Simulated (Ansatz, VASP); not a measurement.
# One calculation of Pt, two programs

The input INCAR:

```
SYSTEM = Pt
PREC = Accurate ; ENCUT = 570
EDIFF = 1E-7 ; ISMEAR = -1
SIGMA = 0.05 ; LREAL = .False.
LASPH = .True. ; NELM = 120
ALGO = Normal ; ISIF = 3
LWAVE = .False. ; LCHARG = .False.
IBRION = 2 ; NSW = 60
EDIFFG = -0.01 ; GGA_COMPAT = .False.
NELMIN = 4
```

KPOINTS

```
regular mesh
0
Gamma
  12 12 12
  0 0 0
```

POSCAR

```
Pt
1.0
   -1.5842200000      1.5842200000      1.5842200000
    1.5842200000     -1.5842200000      1.5842200000
    1.5842200000      1.5842200000     -1.5842200000
Pt
1
Direct
    0.0000000000      0.0000000000      0.0000000000
```

Contents of input.yaml:

```yaml
crystal:
  lattice:
    - [-1.58422, 1.58422, 1.58422]
    - [1.58422, -1.58422, 1.58422]
    - [1.58422, 1.58422, -1.58422]
  atoms:
    - { symbol: Pt, position: [0.0, 0.0, 0.0] }
hamiltonian:
  xc: lda
  pseudopotentials: { kind: paw }
kpoints:
  mp_grid: { grid: [12, 12, 12] }
scf:
  occupations: { method: fermi_dirac, width: 0.05 }
output:
  forces: true
  stress: true
  eigenvalues: true
relax:
  f_tol: 0.01
  max_steps: 40
  cell: { stress_tol: 0.05 }
```

Alike in both runs: task relaxation of cell and atoms; functional LDA; k mesh 12 × 12 × 12; occupations fermi-dirac, width 0.05 eV; no spin polarisation.

|  | VASP | Ansatz |
| --- | --- | --- |
| version | VASP 6.6.1 | Ansatz 0.2.0 |
| potentials or method | VASP PAW LDA potentials, release 64 (Pt_sv_GW) | Ansatz PAW |
| plane-wave cutoff (eV) | 570 | 420 |
| valence electrons in the cell | 18 | 18 |

```csv
,VASP,Ansatz,Ansatz less VASP
"gap on the k mesh at the Fermi level, each at its own relaxed structure (eV)",none,none,-
relaxed volume (Å³/atom),14.91,14.91,+0.004
relaxed length of the cell vector where the two differ most in proportion (Å),2.685,2.685,+0.0002
```

LDA's correlation is that of Perdew and Zunger in VASP and of Perdew and Wang (1992) in Ansatz. A gap of «none» marks a metal or a gap that the smearing closes.

Neither program's run includes spin-orbit coupling. Noted on Ansatz's run: the plane-wave basis is chosen anew once the cell has moved, so the energies of steps on either side of that aren't comparable.
